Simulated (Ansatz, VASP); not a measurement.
RbBr: VASP beside Ansatz

```
Rb Br
1.0
     0.00000    3.86950    3.86950
     3.86950    0.00000    3.86950
     3.86950    3.86950    0.00000
Rb Br
1 1
Direct
  0.00000 0.00000 0.00000
  0.25000 0.25000 0.25000
```

Alike in both runs: task single point; functional PBEsol; k mesh 4 × 4 × 4; occupations methfessel-paxton of order 1, width 0.2 eV; no spin polarisation.

```csv
,VASP,Ansatz
version,VASP 6.6.1,Ansatz 0.2.0
potentials or method,"VASP PAW PBE potentials, release 64 (Rb_sv, Br)",plane waves
plane-wave cutoff (eV),500,420
valence electrons in the cell,16,16
```

```tsv
	VASP	Ansatz	Ansatz less VASP
gap on the k mesh at the Fermi level (eV)	4.12	4.12	-0.001
pressure (GPa)	-0.3	-0.3	+0.01
```

VASP's potentials were made for PBE, not for PBEsol. With one functional, cell and mesh, what is left measures potentials, basis and numerics.
